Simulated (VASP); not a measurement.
# Rh (Fd-3m) in VASP: a series of runs, part 2 of 2

VASP 6.6.1.

## 4. Single point, revPBE (volume scaled by 1.12)

Input file INCAR:

```
SYSTEM = Rh
ALGO     = Normal         ! electronic algorithm
EDIFF    = 1E-6           ! SCF threshold, eV
ENCUT    = 520            ! plane-wave cutoff, eV
GGA      = RE             ! functional
ISIF     = 2              ! what is computed and relaxed
ISMEAR   = -1             ! smearing method
LASPH    = .TRUE.         ! aspherical terms in the spheres
LCHARG   = .FALSE.        ! write CHGCAR
LREAL    = .FALSE.        ! projectors in reciprocal space
LWAVE    = .FALSE.        ! write WAVECAR
NBANDS   = 22             ! bands
NELM     = 60             ! most SCF steps
PREC     = Accurate       ! precision mode
SIGMA    = 0.1            ! smearing width, eV
```

Input file KPOINTS:

```
k-points
0
G
  11 11 11
  0 0 0
```

Input file POSCAR:

```
Rh
1.0
    0.0000000000      2.8813064495      2.8813064495
    2.8813064495      0.0000000000      2.8813064495
    2.8813064495      2.8813064495      0.0000000000
Rh
2
Direct
    0.1250000000      0.1250000000      0.1250000000
    0.8750000000      0.8750000000      0.8750000000
```

Potentials or basis: VASP PAW PBE potentials, release 64 (Rh_pv).

The run is started by

```sh
$ cat potpaw_PBE.64/Rh_pv/POTCAR > POTCAR
$ mpirun -np 1 vasp_std > vasp.out
```

OUTCAR:

```text
SYSTEM = Rh
   EDIFF = 1E-6
   ENCUT = 520
   GGA = RE
   ISIF = 2
   ISMEAR = -1
   LASPH = .TRUE.
   LREAL = .FALSE.
   NELM = 60
   PREC = Accurate

 ion  position               nearest neighbor table
   1  0.125  0.125  0.125-   2 2.50   2 2.50   2 2.50   2 2.50
   2  0.875  0.875  0.875-   1 2.50   1 2.50   1 2.50   1 2.50

  LATTYP: Found a face centered cubic cell.
 ALAT       =     5.7626128990

  Lattice vectors:

 A1 = (   0.0000000000,   2.8813064495,   2.8813064495)
 A2 = (   2.8813064495,   0.0000000000,   2.8813064495)
 A3 = (   2.8813064495,   2.8813064495,   0.0000000000)

Analysis of symmetry for initial positions (statically):
=====================================================================
 Subroutine PRICEL returns:
 Original cell was already a primitive cell.

 Routine SETGRP: Setting up the symmetry group for a
 face centered cubic supercell.

 Subroutine GETGRP returns: Found 48 space group operations
 (whereof 12 operations were pure point group operations)
 out of a pool of 48 trial point group operations.

The static configuration has the point symmetry D_3d.
 The point group associated with its full space group is O_h .

[... 152 lines left out ...]
 Free energy of the ion-electron system (eV)
  ---------------------------------------------------
  ext. energy  EPLUGINS =         0.00000000
  ---------------------------------------------------
  free energy    TOTEN  =       -11.28035682 eV

  energy without entropy =      -11.13964688  energy(sigma->0) =      -11.21000185

 E-fermi :   4.9003     XC(G=0): -10.2671

 val. band max:        4.8715412694   @ k =   0.4545   0.2727   0.0000
 cond. band min:       4.9058424840   @ k =   0.2727   0.0909   0.0000
 fundamental gap:      0.0343012147
 Fermi energy:         4.9002738430

 k-point     1 :       0.0000    0.0000    0.0000
  band No.  band energies     occupation
      1     -41.7260      2.00000
      2     -41.7260      2.00000
      3     -41.7260      2.00000
      4     -41.3159      2.00000
      5     -41.3159      2.00000
      6     -41.3159      2.00000
[... 589 lines left out ...]
     21      15.6468      0.00000
     22      17.9912      0.00000

 [... further k-points ...]
[... 5 lines left out ...]
  --------------------------------------------------------------------------------------
  -------------------------------------------------------------------------------------
  Total       -2.9385167     -2.9385167     -2.9385167      0.0000000      0.0000000      0.0000000
  in kB      -98.4102628    -98.4102628    -98.4102628      0.0000000      0.0000000      0.0000000
  external PRESSURE =     -98.4102628 kB  Pullay stress =       0.0000000 kB

 VOLUME and BASIS-vectors are now :
 -----------------------------------------------------------------------------
  energy-cutoff  :      520.00
  volume of cell :       47.84
      direct lattice vectors                 reciprocal lattice vectors
     0.000000000  2.881306449  2.881306449    -0.173532392  0.173532392  0.173532392
     2.881306449  0.000000000  2.881306449     0.173532392 -0.173532392  0.173532392
     2.881306449  2.881306449  0.000000000     0.173532392  0.173532392 -0.173532392

 POSITION                                       TOTAL-FORCE (eV/Angst)
 -----------------------------------------------------------------------------------
      0.72033      0.72033      0.72033        -0.000000      0.000000     -0.000000
      5.04229      5.04229      5.04229         0.000000     -0.000000      0.000000
 -----------------------------------------------------------------------------------
    total drift:                               -0.000000      0.000000      0.000000

  FREE ENERGIE OF THE ION-ELECTRON SYSTEM (eV)
  ---------------------------------------------------
  free  energy   TOTEN  =       -11.2803568231 eV

  energy  without entropy=      -11.1396468841  energy(sigma->0) =      -11.21000185
```

OSZICAR:

```text
N       E                     dE             d eps       ncg     rms          rms(c)
DAV:   1     0.309162194726E+03    0.30916E+03   -0.18964E+04  2512   0.142E+03
DAV:   2    -0.562716138215E+01   -0.31479E+03   -0.30319E+03  2638   0.430E+02
DAV:   3    -0.116373058740E+02   -0.60101E+01   -0.59596E+01  2812   0.688E+01
DAV:   4    -0.116833209517E+02   -0.46015E-01   -0.46012E-01  2888   0.604E+00
DAV:   5    -0.116840575797E+02   -0.73663E-03   -0.73662E-03  2880   0.752E-01    0.706E+00
DAV:   6    -0.112910811401E+02    0.39298E+00   -0.17246E+00  2734   0.119E+01    0.295E+00
DAV:   7    -0.112812524082E+02    0.98287E-02   -0.38880E-02  2608   0.188E+00    0.173E+00
DAV:   8    -0.112801356933E+02    0.11167E-02   -0.78802E-03  2716   0.954E-01    0.984E-02
DAV:   9    -0.112803218249E+02   -0.18613E-03   -0.40383E-04  2794   0.193E-01    0.492E-02
DAV:  10    -0.112803551136E+02   -0.33289E-04   -0.49674E-05  2644   0.592E-02    0.368E-03
DAV:  11    -0.112803564073E+02   -0.12937E-05   -0.12949E-06  2202   0.916E-03    0.218E-03
DAV:  12    -0.112803568231E+02   -0.41575E-06   -0.65187E-07  1956   0.535E-03
   1 F= -.11280357E+02 E0= -.11210002E+02  d E =-.140710E+00
```

It took 22 s on 1 thread of Intel Xeon 6975P-C (Granite Rapids), shared host; peak memory 0.19 GiB.

What came out:

| Item | Value |
| --- | --- |
| Free energy | -11.2804 eV |
| Pressure | -9.8 GPa |
| Band gap on the k mesh | zero (band 15 reaches 5.35 eV, above the bottom of band 16 at 4.44 eV) |

Levels at points of the mesh, in eV from the Fermi level:
```csv
k point,band 11,band 12,band 13,band 14,band 15,band 16,band 17,band 18,band 19,band 20
"(0.00, 0.00, 0.00)",-3.27,-3.27,-1.17,-1.17,-1.17,0.24,0.24,11.82,11.82,11.82
```

Caveat: the cell differs from its parent crystal (volume scaled by 1.12); the PAW data sets were made with another functional, which shifts forces and pressure a little.

## 5. Relaxation of cell and atoms, revPBE

This run uses another cell than the first one, of 18.56 Å³/atom, 0.836 times its volume.

Input file INCAR:

```
PREC = Accurate
ENCUT = 600
EDIFF = 1E-7
ISMEAR = -1
SIGMA = 0.1
LREAL = False
LASPH = True
NELM = 60
ALGO = Normal
ISIF = 3
LWAVE = False
LCHARG = False
GGA = RE
IBRION = 2
NSW = 80
EDIFFG = -0.01
```

Input file KPOINTS:

```
regular mesh
0
Gamma
  10 10 10
```

Input file POSCAR:

```
Rh
1.0
    0.0000000000      2.6478639740      2.6478639740
    2.6478639740      0.0000000000      2.6478639740
    2.6478639740      2.6478639740      0.0000000000
Rh
2
Direct
    0.1250000000      0.1250000000      0.1250000000
    0.8750000000      0.8750000000      0.8750000000
```

The run is started by

```sh
$ cat potpaw_PBE.64/Rh_pv/POTCAR > POTCAR
$ mpirun -np 1 vasp_std > vasp.out
```

It took 1.9 min on 1 thread of Intel Xeon 6975P-C (Granite Rapids), shared host; peak memory 0.19 GiB.

Results (log left out):

```yaml
Free_energy: -11.4498 eV
Relaxed_volume: 21.36 Å³/atom
Relaxed_cell: a = 3.924 Å, b = 3.924 Å, c = 3.924 Å, α = 60.00°, β = 60.00°, γ = 60.00°
Space_group_after_relaxing_to_0.05_Å: Fd-3m (No. 227)
Energy_gained_by_relaxing: 181.9 meV/atom
Ionic_steps: 17
Pressure_after_relaxing: 0.1 GPa
Band_gap_on_the_k_mesh: zero (band 15 reaches 6.79 eV, above the bottom of band 16 at 5.66 eV)
```

Step by step:
```tsv
step	energy change (eV)	largest force (eV/Å)	pressure (GPa)	volume (Å³)
1	0.0000	0.0000	23.93	37.13
2	0.3108	0.0000	-14.79	54.11
3	-0.3625	0.0000	-1.08	43.16
4	-0.3638	0.0000	-0.23	42.84
5	-0.3638	0.0000	0.09	42.72
6	-0.3638	0.0000	0.08	42.72
7	-0.3638	0.0000	0.09	42.73
8	-0.3638	0.0000	0.09	42.73
9	-0.3638	0.0000	0.09	42.73
10	-0.3638	0.0000	0.09	42.73
11	-0.3638	0.0000	0.09	42.73
12	-0.3638	0.0000	0.09	42.73
13	-0.3638	0.0000	0.08	42.73
14	-0.3638	0.0000	0.08	42.73
15	-0.3638	0.0000	0.08	42.73
16	-0.3639	0.0000	0.08	42.73
17	-0.3639	0.0000	0.07	42.73
```

Final structure:
```xyz
2
Lattice="0.0000 2.7748 2.7748 2.7748 0.0000 2.7748 2.7748 2.7748 0.0000" Properties=species:S:1:pos:R:3 pbc="T T T"
Rh    0.6937    0.6937    0.6937
Rh    4.8559    4.8559    4.8559
```

Levels at points of the mesh, in eV from the Fermi level:
| k point | band 13 | band 14 | band 15 | band 16 | band 17 | band 18 |
| --- | --- | --- | --- | --- | --- | --- |
| (0.00, 0.00, 0.00) | -1.38 | -1.38 | -1.38 | 0.34 | 0.34 | 12.47 |
| (0.50, 0.00, 0.00) | -0.89 | -0.89 | -0.60 | 0.05 | 0.05 | 1.80 |
| (0.50, 0.50, 0.00) | -2.03 | -2.03 | 0.28 | 0.28 | 2.28 | 2.28 |

Caveat: the volume moved by over 15 % at a fixed basis, so the end points are rough; the PAW data sets were made with another functional, which shifts forces and pressure a little.

## 6. Single point, revPBE

This run uses another cell than the first one, of 21.36 Å³/atom, 0.962 times its volume.

Input file INCAR:

```
PREC     = Accurate       # precision mode
ENCUT    = 520            # plane-wave cutoff, eV
EDIFF    = 1E-7           # SCF threshold, eV
ISMEAR   = -1             # smearing method
SIGMA    = 0.1            # smearing width, eV
LREAL    = F              # projectors in reciprocal space
LASPH    = T              # aspherical terms in the spheres
NELM     = 80             # most SCF steps
ALGO     = Normal         # electronic algorithm
ISIF     = 2              # what is computed and relaxed
LWAVE    = F              # write WAVECAR
LCHARG   = T              # write CHGCAR
GGA      = RE             # functional
LELF     = T              # ELF
LVHAR    = T            
NBANDS   = 22             # bands
```

Input file KPOINTS:

```
Automatic mesh
0
Gamma
  16 16 16
```

Input file POSCAR:

```
Rh
1.0
    0.0000000000      2.7744917885      2.7744917885
    2.7744917885      0.0000000000      2.7744917885
    2.7744917885      2.7744917885      0.0000000000
Rh
2
Direct
    0.1250000000      0.1250000000      0.1250000000
    0.8750000000      0.8750000000      0.8750000000
```

Potentials or basis: VASP PAW PBE potentials, release 64 (Rh_pv).

The run is started by

```sh
$ cat potpaw_PBE.64/Rh_pv/POTCAR > POTCAR
$ mpirun -np 1 vasp_std > vasp.out
```

Wall time 51 s (1 thread of Intel Xeon 6975P-C (Granite Rapids), shared host); peak memory 0.24 GiB.

The run converged. Its results:

```
Free energy            : -11.4553 eV
Pressure               : 0.1 GPa
Band gap on the k mesh : zero (band 15 reaches 6.81 eV, above the bottom of band 16 at 5.70 eV)
```

Levels at points of the mesh, in eV from the Fermi level:
| k point | band 13 | band 14 | band 15 | band 16 | band 17 | band 18 |
| --- | --- | --- | --- | --- | --- | --- |
| (0.00, 0.00, 0.00) | -1.38 | -1.38 | -1.38 | 0.34 | 0.34 | 12.48 |
| (0.50, 0.00, 0.00) | -0.89 | -0.89 | -0.59 | 0.05 | 0.05 | 1.81 |
| (0.50, 0.50, 0.00) | -2.03 | -2.03 | 0.29 | 0.29 | 2.29 | 2.29 |

Caveat: the PAW data sets were made with another functional, which shifts forces and pressure a little.

## 7. The runs side by side

| task | cell | k mesh | cutoff (eV) | gap on the mesh (eV) | pressure (GPa) |
| --- | --- | --- | --- | --- | --- |
| single point | a = 3.975 Å, angles 60.0°, 2 atoms | 11 × 11 × 11 | 520 | none | -4.1 |
| single point | a = 4.026 Å, angles 60.0°, 2 atoms | 11 × 11 × 11 | 520 | none | -7.4 |
| single point | a = 4.075 Å, angles 60.0°, 2 atoms | 11 × 11 × 11 | 520 | none | -9.8 |
| relaxation of cell and atoms | relaxed from a = 3.745 Å, angles 60.0°, 2 atoms | 10 × 10 × 10 | 600 | none | 0.1 |
| single point | a = 3.924 Å, angles 60.0°, 2 atoms | 16 × 16 × 16 | 520 | none | 0.1 |

Alike in all rows: level revPBE; potentials or basis VASP PAW PBE potentials, release 64 (Rh_pv); no spin polarisation; smearing fermi-dirac 0.1 eV.

Caveats: the PAW data sets were made with another functional, which shifts forces and pressure a little; the volume moved by over 15 % at a fixed basis, so the end points are rough (some runs).

Total energies depend on the potentials used, so only differences within one code and one set of settings carry meaning.
